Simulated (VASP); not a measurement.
Write the native input for VASP 6.6.1 that does the following.

```yaml
Task: relaxation of cell and atoms
Functional: PBE
Potentials_or_basis: VASP PAW PBE potentials, release 64 (Mo_sv)
Cutoff: 600 eV
k_mesh: 9 × 9 × 5
Occupations: gaussian, width 0.05 eV
Spin: no spin polarisation
Target_pressure: 10 GPa
Dipole_correction: no
Further_INCAR_settings: ALGO = Normal; EDIFF = 1e-07; IBRION = 2; EDIFFG = -0.03; NSW = 80; ISIF = 3
```

The structure of Mo lies in POSCAR:

```
Mo
1.0
    2.8000000000      0.0000000000      0.0000000000
   -1.4000000000      2.4248711306      0.0000000000
    0.0000000000      0.0000000000      4.5724000000
Mo
2
Direct
    0.3333333333      0.6666666667      0.2500000000
    0.6666666667      0.3333333333      0.7500000000
```

This isn't the form of Mo at room conditions, which is bcc.

The input as run:

INCAR

```
PREC = Accurate
ENCUT = 600
EDIFF = 1E-7
ISMEAR = 0
SIGMA = 0.05
LREAL = F
LASPH = T
NELM = 80
ALGO = Normal
ISIF = 3
LWAVE = F
LCHARG = F
GGA = PE
IBRION = 2
NSW = 80
EDIFFG = -0.03
PSTRESS = 100.0
```

KPOINTS

```
regular mesh
0
Gamma
  9 9 5
```

Potentials or basis: VASP PAW PBE potentials, release 64 (Mo_sv).

The run is started by

```console
$ cat potpaw_PBE.64/Mo_sv/POTCAR > POTCAR
$ mpirun -np 1 vasp_std > vasp.out
```

It gave:

```json
{
 "Relaxed volume": "15.46 Å³/atom",
 "Relaxed cell": "a = 2.728 Å, b = 2.728 Å, c = 4.799 Å, α = 90.00°, β = 90.00°, γ = 120.00°",
 "Space group after relaxing (to 0.1 Å)": "P6_3/mmc (No. 194)",
 "Energy change on relaxing (the run minimises the enthalpy)": "-26.1 meV/atom",
 "Ionic steps": "13",
 "Pressure after relaxing": "10.1 GPa",
 "Band gap on the k mesh": "zero (bands 14 and 15 overlap by 1.48 eV)"
}
```

Caveat: the cell is relaxed towards a set pressure, so the run minimises the enthalpy, not the energy.

Wall time 4.3 min on 1 thread of Intel Xeon 8259CL, on a shared host, peak memory 0.18 GiB.
